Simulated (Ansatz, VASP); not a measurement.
As in VASP and in Ansatz

```xyz
2
Lattice="1.8797 1.0853 3.4858 -1.8797 1.0853 3.4858 0.0000 -2.1705 3.4858" Properties=species:S:1:pos:R:3 pbc="T T T"
As    0.0000    0.0000    2.3795
As    0.0000    0.0000    8.0779
```

Alike in both runs: task electric field gradients; functional PBE; k mesh 6 × 6 × 6; occupations fermi-dirac, width 0.05 eV; no spin polarisation.

|  | VASP | Ansatz |
| --- | --- | --- |
| version | VASP 6.6.1 | Ansatz 0.2.0 |
| potentials or method | VASP PAW PBE potentials, release 64 (As_d) | PAW with Ansatz's default frozen-core files, scalar-relativistic |
| plane-wave cutoff (eV) | 520 | 420 |
| valence electrons in the cell | 30 | 30 |

Ansatz gave:

* pressure (GPa): 3.5
* traceless stress, the component that is largest in VASP (GPa): -1.00
* rms of the force components (eV/Å): 0.063
* size of Vzz on the site where it differs most (V/Å²): 48.6

Task: What did VASP give for the same quantities?

Result: Pressure (GPa): 3.6; traceless stress, the component that is largest in VASP (GPa): -1.01; rms of the force components (eV/Å): 0.070; size of Vzz on the site where it differs most (V/Å²): 46.3.

Atom by atom the forces differ by 0.007 eV/Å (rms over components).
